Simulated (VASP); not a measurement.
# PN (Imm2) in VASP: a series of runs, part 2 of 3

VASP 6.6.1.

### 3 Single point, PBE

This run uses another cell than the first one, of 17.49 Å³/atom.

Input file INCAR:

```
SYSTEM = PN
PREC     = Accurate       ! precision mode
ENCUT    = 600            ! plane-wave cutoff, eV
EDIFF    = 1E-6           ! SCF threshold, eV
ISMEAR   = 0              ! smearing method
SIGMA    = 0.1            ! smearing width, eV
LREAL    = .FALSE.        ! projectors in reciprocal space
LASPH    = .TRUE.         ! aspherical terms in the spheres
NELM     = 120            ! most SCF steps
ALGO     = Normal         ! electronic algorithm
ISIF     = 2              ! what is computed and relaxed
LWAVE    = .FALSE.        ! write WAVECAR
LCHARG   = .TRUE.         ! write CHGCAR
GGA      = PE             ! functional
LELF     = .TRUE.         ! ELF
LVHAR    = .TRUE.       
NBANDS   = 18             ! bands
GGA_COMPAT= .FALSE.
```

Input file KPOINTS:

```
regular mesh
0
G
  8 8 8
  0 0 0
```

Input file POSCAR:

```
PN
1.0
   -1.3519394086      6.2077175465      2.0845479056
    1.3519394086     -6.2077175465      2.0845479056
    1.3519394086      6.2077175465     -2.0845479056
P N
2 2
Direct
    0.2409596611      0.5675554038      0.6734042573
    0.8941511465      0.5675554038      0.3265957427
    0.0909467904      0.3011612137      0.7897855767
    0.5113756370      0.3011612137      0.2102144233
```

Potentials or basis: VASP PAW PBE potentials, release 64 (P, N).

Command:

```bash
> cat potpaw_PBE.64/P/POTCAR potpaw_PBE.64/N/POTCAR > POTCAR
> mpirun -np 1 vasp_std > vasp.out
```

OUTCAR:

```text
SYSTEM = PN
   PREC = Accurate
   ENCUT = 600
   EDIFF = 1E-6
   ISMEAR = 0
   LREAL = .FALSE.
   LASPH = .TRUE.
   NELM = 120
   ISIF = 2
   GGA = PE

 ion  position               nearest neighbor table
   1  0.241  0.568  0.673-   4 1.73   4 1.73   3 1.82
   2  0.894  0.568  0.327-   3 1.73   3 1.73   4 1.82
   3  0.091  0.301  0.790-   2 1.73   2 1.73   1 1.82
   4  0.511  0.301  0.210-   1 1.73   1 1.73   2 1.82

  LATTYP: Found a body centered orthorhombic cell.
 ALAT       =     2.7038788172
 B/A-ratio  =     1.5418944757
 C/A-ratio  =     4.5917128438

  Lattice vectors:

 A1 = (   1.3519394086,  -6.2077175465,  -2.0845479056)
 A2 = (  -1.3519394086,  -6.2077175465,   2.0845479056)
 A3 = (  -1.3519394086,   6.2077175465,  -2.0845479056)

Analysis of symmetry for initial positions (statically):
=====================================================================
 Subroutine PRICEL returns:
 Original cell was already a primitive cell.

 Routine SETGRP: Setting up the symmetry group for a
 body centered orthorhombic supercell.

 Subroutine GETGRP returns: Found  4 space group operations
 (whereof  4 operations were pure point group operations)
 out of a pool of  8 trial point group operations.

The static configuration has the point symmetry C_2v.

Analysis of symmetry for dynamics (positions and initial velocities):
=====================================================================
 Subroutine PRICEL returns:
 Original cell was already a primitive cell.

 Routine SETGRP: Setting up the symmetry group for a
 body centered orthorhombic supercell.

 Subroutine GETGRP returns: Found  4 space group operations
 (whereof  4 operations were pure point group operations)
 out of a pool of  8 trial point group operations.

The dynamic configuration has the point symmetry C_2v.

 Subroutine INISYM returns: Found  4 space group operations
 (whereof  4 operations are pure point group operations),
 and found     1 'primitive' translations

----------------------------------------------------------------------------------------

                                     Primitive cell

  volume of cell :      69.9779

  direct lattice vectors                    reciprocal lattice vectors
    -1.351939409  6.207717546  2.084547906     0.000000000  0.080544902  0.239860163
     1.351939409 -6.207717546  2.084547906     0.369839060  0.000000000  0.239860163
     1.351939409  6.207717546 -2.084547906     0.369839060  0.080544902  0.000000000

  length of vectors
     6.686466726  6.686466726  6.686466726     0.253022487  0.440810422  0.378508139

  position of ions in fractional coordinates (direct lattice)
     0.240959661  0.567555404  0.673404257
     0.894151147  0.567555404  0.326595743
     0.090946790  0.301161214  0.789785577
     0.511375637  0.301161214  0.210214423

  ion indices of the primitive-cell ions
   primitive index   ion index
                 1           1
                 2           2
                 3           3
                 4           4

----------------------------------------------------------------------------------------

 KPOINTS: regular mesh

Automatic generation of k-mesh.
 Grid dimensions read from file:
 generate k-points for:    8    8    8

 Generating k-lattice:

  Cartesian coordinates                     Fractional coordinates (reciprocal lattice)
     0.000000000  0.010068113  0.029982520     0.125000000  0.000000000  0.000000000
     0.046229882  0.000000000  0.029982520     0.000000000  0.125000000  0.000000000
     0.046229882  0.010068113  0.000000000     0.000000000  0.000000000  0.125000000

  Length of vectors
     0.031627811  0.055101303  0.047313517

  Shift w.r.t. Gamma in fractional coordinates (k-lattice)
     0.000000000  0.000000000  0.000000000

 Subroutine IBZKPT returns following result:
 ===========================================

 Found     95 irreducible k-points:

 Following reciprocal coordinates:
            Coordinates               Weight
  0.000000  0.000000  0.000000      1.000000
  0.125000  0.000000 -0.000000      4.000000
  0.250000  0.000000 -0.000000      4.000000
  0.375000  0.000000 -0.000000      4.000000
  0.500000  0.000000 -0.000000      2.000000
  0.000000  0.125000 -0.000000      4.000000
[... 16 lines left out ...]
  0.125000  0.375000 -0.000000      8.000000
  0.250000  0.375000 -0.000000      8.000000
 [... further k-points ...]
   k-points           NKPTS =     95   k-points in BZ     NKDIM =     95   number of bands    NBANDS=     18
   number of dos      NEDOS =    301   number of ions     NIONS =      4
   total plane-waves  NPLWV = 157464
   dimension x,y,z NGX =    54 NGY =   54 NGZ =   54
   dimension x,y,z NGXF=   108 NGYF=  108 NGZF=  108
   ions per type =               2   2
   NGX,Y,Z   is equivalent  to a cutoff of  13.43, 13.43, 13.43 a.u.
   NGXF,Y,Z  is equivalent  to a cutoff of  26.85, 26.85, 26.85 a.u.
 SYSTEM =  PN
   PREC   = accura    normal or accurate (medium, high low for compatibility)
   ISTART =      0    job   : 0-new  1-cont  2-samecut
   ICHARG =      2    charge: 1-file 2-atom 10-const
   ISPIN  =      1    spin polarized calculation?
   LNONCOLLINEAR =      F non collinear calculations
   LSORBIT =      F    spin-orbit coupling
   LASPH  =      T    aspherical Exc in radial PAW
   ENCUT  =  600.0 eV  44.10 Ry    6.64 a.u.  13.35 13.35 13.35*2*pi/ulx,y,z
   NELM   =    120;   NELMIN=  2; NELMDL= -5     # of ELM steps
   EDIFF  = 0.1E-05   stopping-criterion for ELM
   LREAL  =      F    real-space projection
   EDIFFG = 0.1E-04   stopping-criterion for IOM
   NSW    =      0    number of steps for IOM
   IBRION =     -1    ionic relax: 0-MD 1-quasi-New 2-CG
   NFREE  =      0    steps in history (QN), initial steepest desc. (CG)
   ISIF   =      2    stress and relaxation
   ISYM   =      2    0-nonsym 1-usesym 2-fastsym
   POTIM  = 0.5000    time-step for ionic-motion
   TEBEG  =    0.0;   TEEND  =   0.0 temperature during run
   PSTRESS=    0.0 pullay stress
   NELECT =      20.0000    total number of electrons
   NUPDOWN=      -1.0000    fix difference up-down
   EMIN   =  10.00;   EMAX   =-10.00  energy-range for DOS
   EFERMI =   0.00;   METHOD = LEGACY
   ISMEAR =     0;   SIGMA  =   0.10  broadening in eV -4-tet -1-fermi 0-gaus
   EFERMI_NEDOS =   21; number of points for ismear=-14 and -15
   IALGO  =     38    algorithm
   IMIX   =      4    mixing-type and parameters
     AMIX     =   0.40;   BMIX     =  1.00
     AMIX_MAG =   1.60;   BMIX_MAG =  1.00
  volume/ion in A,a.u.               =      17.49       118.06
  Fermi-wavevector in a.u.,A,eV,Ry     =   1.078362  2.037808 15.821727  1.162864
  Thomas-Fermi vector in A             =   2.214298
   LORBIT       =      0    0 simple, 1 ext, 2 COOP (PROOUT), +10 PAW based schemes
   GGA     = PE    functional components
   LHFCALC =     F    Hartree Fock is set to
   AEXX    =    0.0000 exact exchange contribution
   IVDW    =     0    specifies the selected vdW correction
   LEPSILON=     F    determine dielectric tensor
   LRPA    =     F    only Hartree local field effects (RPA)
 non-spin polarized calculation
 Gauss-broadening in eV      SIGMA  =   0.10
  energy-cutoff  :      600.00
  volume of cell :       69.98
 maximum number of plane-waves:      2365
 NGX is ok and might be reduce to    54
   NGX = 27   NGY = 27   NGZ = 27

 number of electron      19.9999998 magnetization

 Free energy of the ion-electron system (eV)
  ---------------------------------------------------
  ext. energy  EPLUGINS =         0.00000000
  ---------------------------------------------------
  free energy    TOTEN  =       -27.64170468 eV

  energy without entropy =      -27.64170468  energy(sigma->0) =      -27.64170468

 E-fermi :   3.6061     XC(G=0):  -8.3029

 val. band max:        3.1127363658   @ k =   0.0000   0.0000   0.0000
 cond. band min:       4.5780955503   @ k =  -0.2500   0.2500   0.2500
 fundamental gap:      1.4653591845
 Fermi energy:         3.6061460831

 k-point     1 :       0.0000    0.0000    0.0000
  band No.  band energies     occupation
      1     -17.1348      2.00000
      2     -14.0241      2.00000
      3      -8.8889      2.00000
      4      -4.5260      2.00000
      5      -3.1448      2.00000
      6      -2.4611      2.00000
[... 481 lines left out ...]
      5      -4.8103      2.00000
      6      -4.0182      2.00000
[... 10 lines left out ...]
     17      12.2383      0.00000
     18      13.1607      0.00000

 [... further k-points ...]

------------------------ aborting loop because EDIFF is reached ----------------------------------------

  FORCE on cell =-STRESS in cart. coord.  units (eV):
  Direction    XX          YY          ZZ          XY          YZ          ZX
  --------------------------------------------------------------------------------------
  -------------------------------------------------------------------------------------
  Total       -0.3416731     -0.1319598     -0.3701303      0.0000000      0.0000000      0.0000000
  in kB       -7.8227657     -3.0212804     -8.4743068      0.0000000      0.0000000      0.0000000
  external PRESSURE =      -6.4394510 kB  Pullay stress =       0.0000000 kB

 VOLUME and BASIS-vectors are now :
 -----------------------------------------------------------------------------
  energy-cutoff  :      600.00
  volume of cell :       69.98
      direct lattice vectors                 reciprocal lattice vectors
    -1.351939409  6.207717546  2.084547906     0.000000000  0.080544902  0.239860163
     1.351939409 -6.207717546  2.084547906     0.369839060  0.000000000  0.239860163
     1.351939409  6.207717546 -2.084547906     0.369839060  0.080544902  0.000000000

 POSITION                                       TOTAL-FORCE (eV/Angst)
 -----------------------------------------------------------------------------------
      1.35194      2.15289      0.28164         0.000000      0.112870      0.074233
      0.00000      4.05483      2.36619        -0.000000     -0.112870      0.074233
      1.35194      3.59781     -0.82898         0.000000      0.011014     -0.074233
     -0.00000      2.60990      1.25557        -0.000000     -0.011014     -0.074233
 -----------------------------------------------------------------------------------
    total drift:                               -0.000000      0.000000     -0.000177

  FREE ENERGIE OF THE ION-ELECTRON SYSTEM (eV)
  ---------------------------------------------------
  free  energy   TOTEN  =       -27.6417046800 eV

  energy  without entropy=      -27.6417046800  energy(sigma->0) =      -27.64170468
```

Run time: 3.3 min. Hardware: 1 thread of Intel Xeon 6975P-C (Granite Rapids), shared host; peak memory 0.46 GiB.

What came out:

```yaml
Free_energy: -27.6417 eV
Pressure: -0.6 GPa
Largest_force: 0.135 eV/Å
Band_gap_on_the_k_mesh: 1.47 eV (least direct gap 2.13 eV)
```

Forces in eV/Å, atoms in the order of the input:
```
P    0.000  0.113  0.074
P    0.000 -0.113  0.074
N    0.000  0.011 -0.074
N    0.000 -0.011 -0.074
```

A k mesh can miss the band edges.

### 4 Relaxation of cell and atoms, PBE

Input file INCAR:

```
ALGO = Normal
EDIFF = 1E-7
EDIFFG = -0.04
ENCUT = 600
GGA = PE
GGA_COMPAT = False
IBRION = 2
ISIF = 3
ISMEAR = 0
LASPH = True
LCHARG = False
LREAL = False
LWAVE = False
NELM = 120
NELMIN = 4
NSW = 90
PREC = Accurate
SIGMA = 0.1
```

Input file KPOINTS:

```
k-points
0
Gamma
  8 8 8
```

Input file POSCAR:

```
PN
1.0
   -1.3889631000      2.6946072600      2.2901393700
    1.3889631000     -2.6946072600      2.2901393700
    1.3889631000      2.6946072600     -2.2901393700
P N
2 2
Direct
    0.2589471500      0.6057077100      0.6532394400
    0.9524682700      0.6057077100      0.3467605600
    0.0116296500      0.2630089100      0.7486207400
    0.5143881600      0.2630089100      0.2513792600
```

Command:

```bash
> cat potpaw_PBE.64/P/POTCAR potpaw_PBE.64/N/POTCAR > POTCAR
> mpirun -np 1 vasp_std > vasp.out
```

Wall time 9.4 min (1 thread of Intel Xeon 6975P-C (Granite Rapids), shared host); peak memory 0.21 GiB.

The run converged. Its results:

| Item | Value |
| --- | --- |
| Free energy | -25.9649 eV |
| Relaxed volume | 12.45 Å³/atom |
| Relaxed cell | a = 4.714 Å, b = 4.714 Å, c = 4.714 Å, α = 147.61°, β = 74.00°, γ = 115.54° |
| Space group after relaxing (to 0.1 Å) | Imm2 (No. 44) |
| Energy gained by relaxing | 1239.7 meV/atom |
| Ionic steps | 33 |
| Pressure after relaxing | 0.1 GPa |
| Largest force after relaxing | 0.023 eV/Å |
| Band gap on the k mesh | zero (bands 10 and 11 overlap by 2.53 eV) |

Forces on the atoms (eV/Å):
```
P    0.000 -0.010 -0.019
P    0.000  0.010 -0.019
N    0.000 -0.013  0.019
N    0.000  0.013  0.019
```

Stress tensor (GPa, compression positive):
```
-0.48  0.00  0.00
 0.00  0.45  0.00
 0.00  0.00  0.19
```

Step by step:
```
step  energy change (eV)  largest force (eV/Å)  pressure (GPa)  volume (Å³)
   1              0.0000               15.1890          100.67        34.29
   2             -1.8964                3.2163           -0.06        65.87
   3             -2.0041                3.2502           -2.59        67.26
   4             -3.2633                1.7643           -8.27        64.75
   5             -3.5009                0.4839          -11.63        63.12
   6             -4.1329                2.1222            0.63        51.01
   7             -4.1356                2.5282            1.73        50.00
   8             -4.4825                1.5133            1.97        45.33
   9             -4.4830                1.5196            1.58        45.48
  10             -4.7151                0.4926           -0.36        44.90
  11             -4.7432                0.5750            0.59        44.63
  12             -4.7924                0.4875            1.39        44.68
  13             -4.8019                1.0610            3.09        44.71
  14             -4.8356                0.4196            2.45        45.11
  15             -4.8531                0.5901            1.68        45.67
  16             -4.8534                0.4565            1.84        45.59
  17             -4.8663                0.5210            1.09        46.08
  18             -4.8761                0.6943            0.07        46.84
  19             -4.8921                0.1963            1.11        47.12
  20             -4.8946                0.2772            1.85        47.30
  21             -4.9060                0.2591            1.14        47.96
  22             -4.9226                0.2723           -1.04        49.58
  23             -4.9320                0.2973           -1.14        49.96
  24             -4.9321                0.3050           -1.16        50.00
  25             -4.9394                0.2211            0.29        49.64
  26             -4.9410                0.3436            1.35        49.39
  27             -4.9457                0.2541            1.23        49.39
  28             -4.9542                0.0918            0.83        49.38
  29             -4.9449                0.6251            0.02        49.38
  30             -4.9553                0.1590            0.63        49.38
  31             -4.9575                0.0946            0.36        49.54
  32             -4.9582                0.0394            0.09        49.71
  33             -4.9588                0.0231            0.05        49.78
```

Final structure:
```
P N
1.0
    -1.31470    3.76512    2.51420
     1.31470   -3.76512    2.51420
     1.31470    3.76512   -2.51420
P N
2 2
Direct
  0.43832 0.59020 0.84812
  0.74208 0.59020 0.15188
  0.01790 0.27852 0.73939
  0.53913 0.27852 0.26061
```

Levels at points of the mesh, in eV from the Fermi level:
| k point | band 6 | band 7 | band 8 | band 9 | band 10 | band 11 | band 12 | band 13 | band 14 |
| --- | --- | --- | --- | --- | --- | --- | --- | --- | --- |
| (0.00, 0.00, 0.00) | -7.01 | -6.02 | -4.74 | -4.32 | 1.03 | 2.43 | 2.82 | 3.44 | 3.59 |
| (0.50, 0.00, 0.00) | -6.15 | -5.53 | -5.41 | -4.44 | -0.80 | 1.64 | 3.52 | 4.94 | 5.03 |
| (0.00, 0.50, 0.00) | -8.74 | -7.77 | -4.43 | -4.02 | -1.81 | -1.42 | 2.00 | 2.84 | 2.85 |
| (0.50, 0.50, 0.00) | -10.27 | -7.06 | -4.85 | -4.13 | -1.61 | 0.45 | 0.69 | 3.77 | 4.87 |
| (0.50, 0.50, 0.50) | -6.16 | -4.63 | -3.67 | -3.61 | -2.81 | -0.27 | 3.35 | 3.99 | 5.18 |

Caveat: the volume moved by over 15 % at a fixed basis, so the end points are rough.

### 5 Single point, PBE, collinear spin, ferromagnetic start

Input file INCAR:

```
SYSTEM = PN
ALGO = Normal
EDIFF = 1E-6
ENCUT = 600
GGA = PE
GGA_COMPAT = .FALSE.
ISIF = 2
ISMEAR = 0
ISPIN = 2
LASPH = .TRUE.
LCHARG = .FALSE.
LORBIT = 11
LREAL = .FALSE.
LWAVE = .FALSE.
MAGMOM = 0 0 1 1
NBANDS = 22
NELM = 200
PREC = Accurate
SIGMA = 0.1
```

Input file KPOINTS:

```
k-points
0
G
  8 8 8
  0 0 0
```

POSCAR is that of step 4.

Command:

```bash
> cat potpaw_PBE.64/P/POTCAR potpaw_PBE.64/N/POTCAR > POTCAR
> mpirun -np 1 vasp_std > vasp.out
```

Wall time 79 s (1 thread of Intel Xeon 6975P-C (Granite Rapids), shared host); peak memory 0.26 GiB.

Results (log left out):

```yaml
Free_energy: -21.0061 eV
Pressure: 100.7 GPa
Largest_force: 15.189 eV/Å
Band_gap_on_the_k_mesh: zero (filled and empty bands overlap)
Net_moment: 0.00 μB per cell
Valence_electrons_inside_the_program's_atomic_spheres: P 2.75; N 4.02
```

Forces on the atoms (eV/Å):
```
P     0.000  15.176  -0.616
P     0.000 -15.176  -0.616
N     0.000  -1.479   0.616
N     0.000   1.479   0.616
```

Stress tensor (GPa, compression positive):
```
 33.75   0.00   0.00
  0.00 216.21   0.00
  0.00   0.00  52.01
```

Levels at points of the mesh, in eV from the Fermi level:
Spin up:
```tsv
k point	band 8	band 9	band 10	band 11	band 12	band 13
(0.00, 0.00, 0.00)	-6.26	-6.04	-1.65	-0.44	0.14	2.07
(0.50, 0.00, 0.00)	-7.83	-4.34	-1.43	0.80	1.82	4.74
(0.00, 0.50, 0.00)	-7.10	-4.16	-1.80	0.55	1.47	2.59
(0.50, 0.50, 0.00)	-6.94	-5.73	-0.60	0.12	3.33	5.47
(0.50, 0.50, 0.50)	-5.00	-3.68	-1.86	2.21	2.99	3.52
```
Spin down:
```csv
k point,band 8,band 9,band 10,band 11,band 12,band 13
"(0.00, 0.00, 0.00)",-6.26,-6.04,-1.65,-0.44,0.14,2.07
"(0.50, 0.00, 0.00)",-7.83,-4.34,-1.43,0.80,1.82,4.74
"(0.00, 0.50, 0.00)",-7.10,-4.16,-1.80,0.55,1.47,2.59
"(0.50, 0.50, 0.00)",-6.94,-5.73,-0.60,0.12,3.33,5.47
"(0.50, 0.50, 0.50)",-5.00,-3.68,-1.86,2.21,2.99,3.52
```

Caveat: the stress differs along the axes, from 34 to 216 GPa; forces of over 1 eV/Å act on the atoms, so gaps and moduli don't describe the material at rest.

(Part 2 of 3 ends here.)

The gap in the log of VASP goes by the Fermi energy; the results here count the filled bands.